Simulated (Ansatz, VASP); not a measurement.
# Two plane-wave programs on InSe

```
In Se
1.0
     3.97214    0.00000    0.00000
    -1.98607    3.43998    0.00000
     0.00000    0.00000   16.27863
In Se
4 4
Direct
  0.00000 0.00000 0.58422
  0.00000 0.00000 0.41578
  0.33333 0.66667 0.91578
  0.33333 0.66667 0.08422
  0.66667 0.33333 0.83785
  0.66667 0.33333 0.16215
  0.33333 0.66667 0.66208
  0.33333 0.66667 0.33792
```

Alike in both runs: functional LDA; k mesh 12 × 12 × 4; occupations gaussian, width 0.01 eV; no spin polarisation.

Ansatz relaxed the structure, and its values are those at the end. VASP's run is a single point on that final structure, the one shown.

|  | VASP | Ansatz |
| --- | --- | --- |
| version | VASP 6.6.1 | Ansatz 0.2.0 |
| potentials or method | VASP PAW LDA potentials, release 64 (In_d, Se), cutoff 520 eV | scalar-relativistic, plane waves, PAW |
| valence electrons in the cell | 76 | 116 |

```csv
,VASP,Ansatz,Ansatz less VASP
gap on the k mesh at the Fermi level (eV),0.20,0.19,-0.012
least direct gap on the mesh (eV),0.20,0.19,-0.012
pressure (GPa),0.1,0.0,-0.13
rms of the force components (eV/Å),0.012,0.001,-0.0111
```

LDA's correlation is that of Perdew and Zunger in VASP and of Perdew and Wang (1992) in Ansatz. VASP's potentials hold 76 valence electrons a cell and Ansatz's 116, so a difference there can come from the potentials and not from the codes.
